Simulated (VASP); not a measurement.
Here is a VASP 6.6.1 calculation.

The input INCAR:

```
PREC = Accurate
ENCUT = 520
EDIFF = 1E-6
ISMEAR = 0
SIGMA = 0.05
LREAL = F
LASPH = T
NELM = 80
ALGO = Normal
ISIF = 2
LWAVE = F
LCHARG = F
GGA = PS
NBANDS = 16
```

File KPOINTS:

```
Automatic mesh
0
Gamma
  12 12 12
```

Contents of POSCAR:

```
AgCl
1.0
    3.3311591989      0.0000000000      0.0000000000
    0.0000000000      3.3311591989      0.0000000000
    0.0000000000      0.0000000000      3.3311591989
Ag Cl
1 1
Direct
    0.0000000000      0.0000000000      0.0000000000
    0.5000000000      0.5000000000      0.5000000000
```

Potentials or basis: VASP PAW PBE potentials, release 64 (Ag, Cl).

The run is started by

```sh
$ cat potpaw_PBE.64/Ag/POTCAR potpaw_PBE.64/Cl/POTCAR > POTCAR
$ mpirun -np 1 vasp_std > vasp.out
```

**Question.** Predict the band gap on the k mesh.

**Answer.** 0.45 eV, indirect (least direct gap 2.28 eV).

**Question.** What does it give for the pressure?

**Answer.** -0.1 GPa.

Caveat: the PAW data sets were made with another functional, which shifts forces and pressure a little. As with any semilocal functional, this PBEsol gap is likely too small.
